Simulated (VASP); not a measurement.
A run of VASP 6.6.1 is set up as follows.

File INCAR:

```
SYSTEM = GaSb
PREC = Accurate
ENCUT = 500
EDIFF = 1E-7
ISMEAR = 0
SIGMA = 0.01
LREAL = .False.
LASPH = .True.
NELM = 120
ALGO = Normal
ISIF = 3
LWAVE = .False.
LCHARG = .False.
GGA = PE
IBRION = 2
NSW = 50
EDIFFG = -0.01
PSTRESS = 50.0
GGA_COMPAT = .False.
NELMIN = 4
```

The input KPOINTS:

```
Automatic mesh
0
Gamma
  6 6 6
  0 0 0
```

Contents of POSCAR:

```
GaSb
1.0
    0.0000000000      3.0590000000      3.0590000000
    3.0590000000      0.0000000000      3.0590000000
    3.0590000000      3.0590000000      0.0000000000
Ga Sb
1 1
Direct
    0.0000000000      0.0000000000      0.0000000000
    0.2500000000      0.2500000000      0.2500000000
```

Potentials or basis: VASP PAW PBE potentials, release 64 (Ga_d, Sb).

Launch:

```console
$ cat potpaw_PBE.64/Ga_d/POTCAR potpaw_PBE.64/Sb/POTCAR > POTCAR
$ mpirun -np 1 vasp_std > vasp.out
```

(1) What does it give for the relaxed cell?

(2) Estimate the relaxed volume.

(3) Estimate the band gap on the k mesh.

(4) Estimate the space group after relaxing (to 0.05 Å).

Results:

(1) a = 4.265 Å, b = 4.265 Å, c = 4.265 Å, α = 60.00°, β = 60.00°, γ = 60.00°.

(2) 27.43 Å³/atom.

(3) 0.34 eV, direct.

(4) F-43m (No. 216).

Caveat: the cell is relaxed towards a set pressure, so the enthalpy falls and the energy may rise; spin-orbit coupling is left out, which moves the levels of the heavy elements.
